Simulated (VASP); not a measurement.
Wanted: the native input for a VASP 6.6.1 run.

| Item | Value |
| --- | --- |
| Task | relaxation of cell and atoms |
| Functional | PBE |
| Potentials or basis | VASP PAW PBE potentials, release 64 (Al, H) |
| Cutoff | 600 eV |
| k mesh | 12 × 12 × 12 |
| Occupations | gaussian, width 0.1 eV |
| Spin | no spin polarisation |
| Dipole correction | no |
| Further INCAR settings | ALGO = Normal; EDIFF = 1e-06; IBRION = 2; EDIFFG = -0.01; NSW = 100; ISIF = 3 |

The structure of Al2H3 lies in POSCAR:

```
Al2H3
1.0
    1.5866027322      0.9160255145      5.1890329607
   -1.5866027322      0.9160255145      5.1890329607
    0.0000000000     -1.8320510290      5.1890329607
Al H
2 3
Direct
    0.4077547484      0.4077547484      0.4077547484
    0.5922452516      0.5922452516      0.5922452516
    0.0000000000      0.0000000000      0.0000000000
    0.2223821217      0.2223821217      0.2223821217
    0.7776178783      0.7776178783      0.7776178783
```

These files were run (other wordings do the same):

INCAR

```
ALGO = Normal
EDIFF = 1E-6
EDIFFG = -0.01
ENCUT = 600
GGA = PE
IBRION = 2
ISIF = 3
ISMEAR = 0
LASPH = True
LCHARG = False
LREAL = False
LWAVE = False
NELM = 100
NSW = 100
PREC = Accurate
SIGMA = 0.1
```

KPOINTS

```
k-points
0
Gamma
  12 12 12
```

Potentials or basis: VASP PAW PBE potentials, release 64 (Al, H).

Launch:

```sh
$ cat potpaw_PBE.64/Al/POTCAR potpaw_PBE.64/H/POTCAR > POTCAR
$ mpirun -np 1 vasp_std > vasp.out
```

Results of the run:

```json
{
 "Relaxed volume": "9.04 Å³/atom",
 "Relaxed cell": "a = 5.510 Å, b = 5.510 Å, c = 5.510 Å, α = 33.42°, β = 33.42°, γ = 33.42°",
 "Space group after relaxing (to 0.1 Å)": "R-3m (No. 166)",
 "Energy gained by relaxing": "0.9 meV/atom",
 "Ionic steps": "8",
 "Pressure after relaxing": "0.0 GPa",
 "Largest force after relaxing": "0.005 eV/Å",
 "Band gap on the k mesh": "zero (an odd number of electrons rules out a gap without spin polarisation)"
}
```

Run time: 6.6 min on 1 thread of Intel(R) Xeon(R) 6975P-C (Granite Rapids), on a shared host, peak memory 0.38 GiB.
